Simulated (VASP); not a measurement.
# BP (F-43m) in VASP: notebook

BP is run at these levels: PBE; tasks: single point.

Program: VASP 6.6.1. These are calculated values, not measurements. Logs are shortened: lines on timing, memory, paths and dates and some standing lists are left out, and cuts for length are marked.

**1. The cell of the first run**

It takes space group F-43m (No. 216, cubic). Conventional cell: a = 4.414 Å, b = 4.414 Å, c = 4.414 Å, α = 90.00°, β = 90.00°, γ = 90.00°. B (site symmetry -43m) has 4 P at 1.91 Å within 2.5 Å. Within 2.5 Å of P (site symmetry -43m) lie 4 B at 1.91 Å.

**2. Single point, PBE**

File INCAR:

```
PREC = Accurate
ENCUT = 500
EDIFF = 1E-6
ISMEAR = 0
SIGMA = 0.01
LREAL = False
LASPH = True
NELM = 120
ALGO = Normal
ISIF = 2
LWAVE = False
LCHARG = False
GGA = PE
NBANDS = 11
GGA_COMPAT = False
```

File KPOINTS:

```
regular mesh
0
Gamma
  3 3 3
```

File POSCAR:

```
BP
1.0
    0.0000000000      2.2068040467      2.2068040467
    2.2068040467      0.0000000000      2.2068040467
    2.2068040467      2.2068040467      0.0000000000
B P
1 1
Direct
    0.0000000000      0.0000000000      0.0000000000
    0.2500000000      0.2500000000      0.2500000000
```

Potentials or basis: VASP PAW PBE potentials, release 64 (B, P).

Started as:

```
$ cat potpaw_PBE.64/B/POTCAR potpaw_PBE.64/P/POTCAR > POTCAR
$ mpirun -np 1 vasp_std > vasp.out
```

OUTCAR:

```text
PREC = Accurate
   ENCUT = 500
   EDIFF = 1E-6
   ISMEAR = 0
   LREAL = False
   LASPH = True
   NELM = 120
   ISIF = 2
   GGA = PE

 ion  position               nearest neighbor table
   1  0.000  0.000  0.000-   2 1.91   2 1.91   2 1.91   2 1.91
   2  0.250  0.250  0.250-   1 1.91   1 1.91   1 1.91   1 1.91

  LATTYP: Found a face centered cubic cell.
 ALAT       =     4.4136080934

  Lattice vectors:

 A1 = (   0.0000000000,   2.2068040467,   2.2068040467)
 A2 = (   2.2068040467,   0.0000000000,   2.2068040467)
 A3 = (   2.2068040467,   2.2068040467,   0.0000000000)

Analysis of symmetry for initial positions (statically):
=====================================================================
 Subroutine PRICEL returns:
 Original cell was already a primitive cell.

 Routine SETGRP: Setting up the symmetry group for a
 face centered cubic supercell.

 Subroutine GETGRP returns: Found 24 space group operations
 (whereof 24 operations were pure point group operations)
 out of a pool of 48 trial point group operations.

The static configuration has the point symmetry T_d .

Analysis of symmetry for dynamics (positions and initial velocities):
=====================================================================
 Subroutine PRICEL returns:
 Original cell was already a primitive cell.

 Routine SETGRP: Setting up the symmetry group for a
 face centered cubic supercell.

 Subroutine GETGRP returns: Found 24 space group operations
 (whereof 24 operations were pure point group operations)
 out of a pool of 48 trial point group operations.

The dynamic configuration has the point symmetry T_d .

 Subroutine INISYM returns: Found 24 space group operations
 (whereof 24 operations are pure point group operations),
 and found     1 'primitive' translations

----------------------------------------------------------------------------------------

                                     Primitive cell

  volume of cell :      21.4942

  direct lattice vectors                    reciprocal lattice vectors
     0.000000000  2.206804047  2.206804047    -0.226571997  0.226571997  0.226571997
     2.206804047  0.000000000  2.206804047     0.226571997 -0.226571997  0.226571997
     2.206804047  2.206804047  0.000000000     0.226571997  0.226571997 -0.226571997

  length of vectors
     3.120892212  3.120892212  3.120892212     0.392434210  0.392434210  0.392434210

  position of ions in fractional coordinates (direct lattice)
     0.000000000  0.000000000  0.000000000
     0.250000000  0.250000000  0.250000000

  ion indices of the primitive-cell ions
   primitive index   ion index
                 1           1
                 2           2

----------------------------------------------------------------------------------------

 KPOINTS: regular mesh

Automatic generation of k-mesh.
 Grid dimensions read from file:
 generate k-points for:    3    3    3

 Generating k-lattice:

  Cartesian coordinates                     Fractional coordinates (reciprocal lattice)
    -0.075523999  0.075523999  0.075523999     0.333333333  0.000000000  0.000000000
     0.075523999 -0.075523999  0.075523999     0.000000000  0.333333333  0.000000000
     0.075523999  0.075523999 -0.075523999     0.000000000  0.000000000  0.333333333

  Length of vectors
     0.130811403  0.130811403  0.130811403

  Shift w.r.t. Gamma in fractional coordinates (k-lattice)
     0.000000000  0.000000000  0.000000000

 Subroutine IBZKPT returns following result:
 ===========================================

 Found      4 irreducible k-points:

 Following reciprocal coordinates:
            Coordinates               Weight
  0.000000  0.000000  0.000000      1.000000
  0.333333  0.000000  0.000000      8.000000
  0.333333  0.333333  0.000000      6.000000
 -0.333333  0.333333  0.000000     12.000000
   k-points           NKPTS =      4   k-points in BZ     NKDIM =      4   number of bands    NBANDS=     11
   number of dos      NEDOS =    301   number of ions     NIONS =      2
   total plane-waves  NPLWV =  13824
   dimension x,y,z NGX =    24 NGY =   24 NGZ =   24
   dimension x,y,z NGXF=    48 NGYF=   48 NGZF=   48
   ions per type =               1   1
   NGX,Y,Z   is equivalent  to a cutoff of  12.78, 12.78, 12.78 a.u.
   NGXF,Y,Z  is equivalent  to a cutoff of  25.57, 25.57, 25.57 a.u.
 SYSTEM =  unknown system
   PREC   = accura    normal or accurate (medium, high low for compatibility)
   ISTART =      0    job   : 0-new  1-cont  2-samecut
   ICHARG =      2    charge: 1-file 2-atom 10-const
   ISPIN  =      1    spin polarized calculation?
   LNONCOLLINEAR =      F non collinear calculations
   LSORBIT =      F    spin-orbit coupling
   LASPH  =      T    aspherical Exc in radial PAW
   ENCUT  =  500.0 eV  36.75 Ry    6.06 a.u.   5.69  5.69  5.69*2*pi/ulx,y,z
   NELM   =    120;   NELMIN=  2; NELMDL= -5     # of ELM steps
   EDIFF  = 0.1E-05   stopping-criterion for ELM
   LREAL  =      F    real-space projection
   EDIFFG = 0.1E-04   stopping-criterion for IOM
   NSW    =      0    number of steps for IOM
   IBRION =     -1    ionic relax: 0-MD 1-quasi-New 2-CG
   NFREE  =      0    steps in history (QN), initial steepest desc. (CG)
   ISIF   =      2    stress and relaxation
   ISYM   =      2    0-nonsym 1-usesym 2-fastsym
   POTIM  = 0.5000    time-step for ionic-motion
   TEBEG  =    0.0;   TEEND  =   0.0 temperature during run
   PSTRESS=    0.0 pullay stress
   NELECT =       8.0000    total number of electrons
   NUPDOWN=      -1.0000    fix difference up-down
   EMIN   =  10.00;   EMAX   =-10.00  energy-range for DOS
   EFERMI =   0.00;   METHOD = LEGACY
   ISMEAR =     0;   SIGMA  =   0.01  broadening in eV -4-tet -1-fermi 0-gaus
   EFERMI_NEDOS =   21; number of points for ismear=-14 and -15
   IALGO  =     38    algorithm
   IMIX   =      4    mixing-type and parameters
     AMIX     =   0.40;   BMIX     =  1.00
     AMIX_MAG =   1.60;   BMIX_MAG =  1.00
  volume/ion in A,a.u.               =      10.75        72.53
  Fermi-wavevector in a.u.,A,eV,Ry     =   1.177600  2.225341 18.867761  1.386741
  Thomas-Fermi vector in A             =   2.313944
   LORBIT       =      0    0 simple, 1 ext, 2 COOP (PROOUT), +10 PAW based schemes
   GGA     = PE    functional components
   LHFCALC =     F    Hartree Fock is set to
   AEXX    =    0.0000 exact exchange contribution
   IVDW    =     0    specifies the selected vdW correction
   LEPSILON=     F    determine dielectric tensor
   LRPA    =     F    only Hartree local field effects (RPA)
 non-spin polarized calculation
 Gauss-broadening in eV      SIGMA  =   0.01
  energy-cutoff  :      500.00
  volume of cell :       21.49
 maximum number of plane-waves:       556
 NGX is ok and might be reduce to    24
   NGX = 11   NGY = 11   NGZ = 11

 number of electron       8.0000000 magnetization

 Free energy of the ion-electron system (eV)
  ---------------------------------------------------
  ext. energy  EPLUGINS =         0.00000000
  ---------------------------------------------------
  free energy    TOTEN  =       -12.15815068 eV

  energy without entropy =      -12.15815068  energy(sigma->0) =      -12.15815068

 E-fermi :   8.7003     XC(G=0): -11.2180

 val. band max:        8.5660266287   @ k =   0.0000   0.0000   0.0000
 cond. band min:       9.8068205872   @ k =   0.3333   0.3333   0.0000
 fundamental gap:      1.2407939585
 Fermi energy:         8.7003176565

 k-point     1 :       0.0000    0.0000    0.0000
  band No.  band energies     occupation
      1      -7.7042      2.00000
      2       8.5660      2.00000
      3       8.5660      2.00000
      4       8.5660      2.00000
      5      12.0455      0.00000
      6      12.0455      0.00000
      7      12.0455      0.00000
      8      17.2388      0.00000
      9      20.6323      0.00000
     10      20.8633      0.00000
     11      20.8633      0.00000

 k-point     2 :       0.3333    0.0000    0.0000
  band No.  band energies     occupation
      1      -5.6372      2.00000
      2       1.4117      2.00000
      3       6.9979      2.00000
      4       6.9979      2.00000
      5      12.9037      0.00000
      6      13.4872      0.00000
      7      13.4872      0.00000
      8      19.0941      0.00000
      9      20.6975      0.00000
     10      20.6975      0.00000
     11      22.8627      0.00000

 k-point     3 :       0.3333    0.3333    0.0000
  band No.  band energies     occupation
      1      -4.9179      2.00000
      2       2.8132      2.00000
      3       4.7822      2.00000
      4       4.7822      2.00000
      5       9.8068      0.00000
      6      11.7266      0.00000
      7      18.7467      0.00000
      8      18.7467      0.00000
      9      23.3539      0.00000
     10      23.7796      0.00000
     11      26.9772      0.00000

 k-point     4 :      -0.3333    0.3333    0.0000
  band No.  band energies     occupation
      1      -2.8517      2.00000
      2       0.3409      2.00000
      3       1.6509      2.00000
      4       5.2637      2.00000
      5      11.0989      0.00000
      6      17.0545      0.00000
      7      17.5176      0.00000
      8      19.0064      0.00000
      9      19.7116      0.00000
     10      20.5210      0.00000
     11      28.4889      0.00000

------------------------ aborting loop because EDIFF is reached ----------------------------------------

  FORCE on cell =-STRESS in cart. coord.  units (eV):
  Direction    XX          YY          ZZ          XY          YZ          ZX
  --------------------------------------------------------------------------------------
  -------------------------------------------------------------------------------------
  Total        2.8602627      2.8602627      2.8602627     -0.0000000     -0.0000000     -0.0000000
  in kB      213.2039255    213.2039255    213.2039255     -0.0000000     -0.0000000     -0.0000000
  external PRESSURE =     213.2039255 kB  Pullay stress =       0.0000000 kB

 VOLUME and BASIS-vectors are now :
 -----------------------------------------------------------------------------
  energy-cutoff  :      500.00
  volume of cell :       21.49
      direct lattice vectors                 reciprocal lattice vectors
     0.000000000  2.206804047  2.206804047    -0.226571997  0.226571997  0.226571997
     2.206804047  0.000000000  2.206804047     0.226571997 -0.226571997  0.226571997
     2.206804047  2.206804047  0.000000000     0.226571997  0.226571997 -0.226571997

 POSITION                                       TOTAL-FORCE (eV/Angst)
 -----------------------------------------------------------------------------------
      0.00000      0.00000      0.00000        -0.000000      0.000000      0.000000
      1.10340      1.10340      1.10340         0.000000     -0.000000     -0.000000
 -----------------------------------------------------------------------------------
    total drift:                                0.000000      0.000000      0.000000

  FREE ENERGIE OF THE ION-ELECTRON SYSTEM (eV)
  ---------------------------------------------------
  free  energy   TOTEN  =       -12.1581506787 eV

  energy  without entropy=      -12.1581506787  energy(sigma->0) =      -12.15815068
```

Wall time 1.2 s (1 thread of Intel Xeon 6975P-C (Granite Rapids), shared host); peak memory 0.12 GiB.

What came out:

| Property | Result |
| --- | --- |
| Free energy | -12.1582 eV |
| Pressure | 21.3 GPa |
| Band gap on the k mesh | 1.24 eV, indirect (least direct gap 3.48 eV) |

Levels at points of the mesh, in eV from the valence-band top:
| k point | band 1 | band 2 | band 3 | band 4 | band 5 | band 6 | band 7 | band 8 | band 9 |
| --- | --- | --- | --- | --- | --- | --- | --- | --- | --- |
| (0.00, 0.00, 0.00) | -16.27 | 0.00 | 0.00 | 0.00 | 3.48 | 3.48 | 3.48 | 8.67 | 12.07 |

Caveat: the k points lie up to 0.82 Å⁻¹ apart. PBE gaps usually lie below the measured ones, often by a third to a half.

**3. Single point, PBE**

This run uses another cell than the first one, of 11.21 Å³/atom, 1.043 times its volume.

File INCAR:

```
PREC = Accurate ; ENCUT = 500
EDIFF = 1E-6 ; ISMEAR = 0
SIGMA = 0.01 ; LREAL = F
LASPH = T ; NELM = 120
ALGO = Normal ; ISIF = 2
LWAVE = F ; LCHARG = T
GGA = PE ; LELF = T
LVHAR = T ; NBANDS = 11
GGA_COMPAT = F
```

File KPOINTS:

```
Automatic mesh
0
Gamma
  3 3 3
```

File POSCAR:

```
BP
1.0
    0.0000000000      2.2383340787      2.2383340787
    2.2383340787      0.0000000000      2.2383340787
    2.2383340787      2.2383340787      0.0000000000
B P
1 1
Direct
    0.0000000000      0.0000000000      0.0000000000
    0.2500000000      0.2500000000      0.2500000000
```

Potentials or basis: VASP PAW PBE potentials, release 64 (B, P).

Started as:

```
$ cat potpaw_PBE.64/B/POTCAR potpaw_PBE.64/P/POTCAR > POTCAR
$ mpirun -np 1 vasp_std > vasp.out
```

It took 1.4 s on 1 thread of Intel Xeon 6975P-C (Granite Rapids), shared host; peak memory 0.12 GiB.

It converged, with:

```
Free energy            : -12.2554 eV
Pressure               : 12.1 GPa
Band gap on the k mesh : 1.29 eV, indirect (least direct gap 3.41 eV)
```

Levels at points of the mesh, in eV from the valence-band top:
```csv
k point,band 1,band 2,band 3,band 4,band 5,band 6,band 7,band 8,band 9
"(0.00, 0.00, 0.00)",-15.87,0.00,0.00,0.00,3.41,3.41,3.41,8.00,11.76
```

Caveat: the k points lie up to 0.81 Å⁻¹ apart.

**4. Single point, PBE**

This run uses another cell than the first one, of 11.21 Å³/atom, 1.043 times its volume.

File INCAR:

```
SYSTEM = BP
PREC = Accurate ; ENCUT = 500
EDIFF = 1E-6 ; ISMEAR = 0
SIGMA = 0.01 ; LREAL = .FALSE.
LASPH = .TRUE. ; NELM = 120
ALGO = Normal ; ISIF = 2
LWAVE = .FALSE. ; LCHARG = .TRUE.
GGA = PE ; LELF = .TRUE.
LVHAR = .TRUE. ; NBANDS = 11
GGA_COMPAT = .FALSE.
```

File KPOINTS:

```
regular mesh
0
G
  3 3 3
  0 0 0
```

POSCAR is that of step 3.

Potentials or basis: VASP PAW PBE potentials, release 64 (B, P).

Started as:

```
$ cat potpaw_PBE.64/B/POTCAR potpaw_PBE.64/P/POTCAR > POTCAR
$ mpirun -np 1 vasp_std > vasp.out
```

OUTCAR:

```text
SYSTEM = BP
   PREC = Accurate
   ENCUT = 500
   EDIFF = 1E-6
   ISMEAR = 0
   LREAL = .FALSE.
   LASPH = .TRUE.
   NELM = 120
   ISIF = 2
   GGA = PE

 ion  position               nearest neighbor table
   1  0.000  0.000  0.000-   2 1.94   2 1.94   2 1.94   2 1.94
   2  0.250  0.250  0.250-   1 1.94   1 1.94   1 1.94   1 1.94

  LATTYP: Found a face centered cubic cell.
 ALAT       =     4.4766681574

  Lattice vectors:

 A1 = (   0.0000000000,   2.2383340787,   2.2383340787)
 A2 = (   2.2383340787,   0.0000000000,   2.2383340787)
 A3 = (   2.2383340787,   2.2383340787,   0.0000000000)

Analysis of symmetry for initial positions (statically):
=====================================================================
 Subroutine PRICEL returns:
 Original cell was already a primitive cell.

 Routine SETGRP: Setting up the symmetry group for a
 face centered cubic supercell.

 Subroutine GETGRP returns: Found 24 space group operations
 (whereof 24 operations were pure point group operations)
 out of a pool of 48 trial point group operations.

The static configuration has the point symmetry T_d .

Analysis of symmetry for dynamics (positions and initial velocities):
[... 148 lines left out ...]
      2       8.0381      2.00000
      3       8.0381      2.00000
      4       8.0381      2.00000
      5      11.4480      0.00000
      6      11.4480      0.00000
      7      11.4480      0.00000
      8      16.0427      0.00000
      9      19.7961      0.00000
     10      20.2105      0.00000
     11      20.2105      0.00000
[... 29 lines left out ...]
 k-point     4 :      -0.3333    0.3333    0.0000
  band No.  band energies     occupation
      1      -3.1991      2.00000
      2       0.0032      2.00000
      3       1.4014      2.00000
      4       4.8498      2.00000
      5      10.6014      0.00000
      6      16.3840      0.00000
      7      16.7621      0.00000
      8      18.1267      0.00000
      9      18.7835      0.00000
     10      19.8603      0.00000
     11      27.3062      0.00000

------------------------ aborting loop because EDIFF is reached ----------------------------------------

  FORCE on cell =-STRESS in cart. coord.  units (eV):
  Direction    XX          YY          ZZ          XY          YZ          ZX
  --------------------------------------------------------------------------------------
  -------------------------------------------------------------------------------------
  Total        1.7002396      1.7002396      1.7002396      0.0000000     -0.0000000      0.0000000
  in kB      121.4551697    121.4551697    121.4551697      0.0000000     -0.0000000      0.0000000
  external PRESSURE =     121.4551697 kB  Pullay stress =       0.0000000 kB

 VOLUME and BASIS-vectors are now :
 -----------------------------------------------------------------------------
  energy-cutoff  :      500.00
  volume of cell :       22.43
      direct lattice vectors                 reciprocal lattice vectors
     0.000000000  2.238334079  2.238334079    -0.223380417  0.223380417  0.223380417
     2.238334079  0.000000000  2.238334079     0.223380417 -0.223380417  0.223380417
     2.238334079  2.238334079  0.000000000     0.223380417  0.223380417 -0.223380417

 POSITION                                       TOTAL-FORCE (eV/Angst)
 -----------------------------------------------------------------------------------
      0.00000      0.00000      0.00000        -0.000000     -0.000000     -0.000000
      1.11917      1.11917      1.11917         0.000000      0.000000      0.000000
 -----------------------------------------------------------------------------------
    total drift:                                0.000000      0.000000      0.000000

  FREE ENERGIE OF THE ION-ELECTRON SYSTEM (eV)
  ---------------------------------------------------
  free  energy   TOTEN  =       -12.2553917882 eV

  energy  without entropy=      -12.2553917882  energy(sigma->0) =      -12.25539179
```

OSZICAR:

```text
N       E                     dE             d eps       ncg     rms          rms(c)
DAV:   1     0.103039682697E+02    0.10304E+02   -0.47712E+03    88   0.691E+02
DAV:   2    -0.123236040701E+02   -0.22628E+02   -0.20028E+02   110   0.102E+02
DAV:   3    -0.131736852407E+02   -0.85008E+00   -0.84816E+00   112   0.185E+01
DAV:   4    -0.131776355462E+02   -0.39503E-02   -0.39495E-02   100   0.149E+00
DAV:   5    -0.131776536062E+02   -0.18060E-04   -0.18060E-04   106   0.106E-01    0.779E+00
DAV:   6    -0.123892756875E+02    0.78838E+00   -0.18162E+00    97   0.583E+00    0.416E+00
DAV:   7    -0.122646457765E+02    0.12463E+00   -0.29345E-01   108   0.265E+00    0.147E+00
DAV:   8    -0.122545160127E+02    0.10130E-01   -0.36473E-02    94   0.110E+00    0.257E-01
DAV:   9    -0.122549772083E+02   -0.46120E-03   -0.83220E-04   103   0.193E-01    0.196E-01
DAV:  10    -0.122553718332E+02   -0.39462E-03   -0.43038E-04    94   0.133E-01    0.396E-02
DAV:  11    -0.122553910354E+02   -0.19202E-04   -0.27300E-05   100   0.322E-02    0.556E-02
DAV:  12    -0.122553917882E+02   -0.75281E-06   -0.84931E-06    94   0.135E-02
   1 F= -.12255392E+02 E0= -.12255392E+02  d E =-.388319E-16
```

It took 1.3 s on 1 thread of Intel Xeon 6975P-C (Granite Rapids), shared host; peak memory 0.12 GiB.

What came out:

* Free energy: -12.2554 eV
* Pressure: 12.1 GPa
* Band gap on the k mesh: 1.29 eV, indirect (least direct gap 3.41 eV)

Caveat: the k points lie up to 0.81 Å⁻¹ apart.
